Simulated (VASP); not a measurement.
A run of VASP 6.6.1 is set up as follows.

File INCAR:

```
ALGO = Normal
EDIFF = 1E-6
ENCUT = 520
GGA = PS
ISIF = 2
ISMEAR = 0
IVDW = 12
LASPH = True
LCHARG = True
LELF = True
LREAL = False
LVHAR = True
LWAVE = False
NBANDS = 16
NELM = 80
PREC = Accurate
SIGMA = 0.15
```

KPOINTS

```
k-points
0
Gamma
  21 21 8
```

File POSCAR:

```
C
1.0
    2.3783959174      0.0000000000      0.0000000000
   -1.1891979587      2.0597512847      0.0000000000
    0.0000000000      0.0000000000      6.5222751244
C
4
Direct
    0.0000000000      0.0000000000      0.0025000000
    0.0000000000      0.0000000000      0.5025000000
    0.3333333333      0.6666666667      0.0025000000
    0.6666666667      0.3333333333      0.5025000000
```

Potentials or basis: VASP PAW PBE potentials, release 64 (C).

Launch:

```sh
$ cat potpaw_PBE.64/C/POTCAR > POTCAR
$ mpirun -np 1 vasp_std > vasp.out
```

Q: Estimate the pressure.

A: 35.4 GPa.

Q: Estimate the band gap on the k mesh.

A: Zero (bands 8 and 9 overlap by 0.04 eV).

Q: Predict the dispersion energy per atom.

A: -0.110 eV.

Stress tensor (GPa, compression positive):
```
53.09  0.00  0.00
 0.00 53.09  0.00
 0.00  0.00  0.09
```

Caveat: the stress differs along the axes, from 0 to 53 GPa; the PAW data sets were made with another functional, which shifts forces and pressure a little.
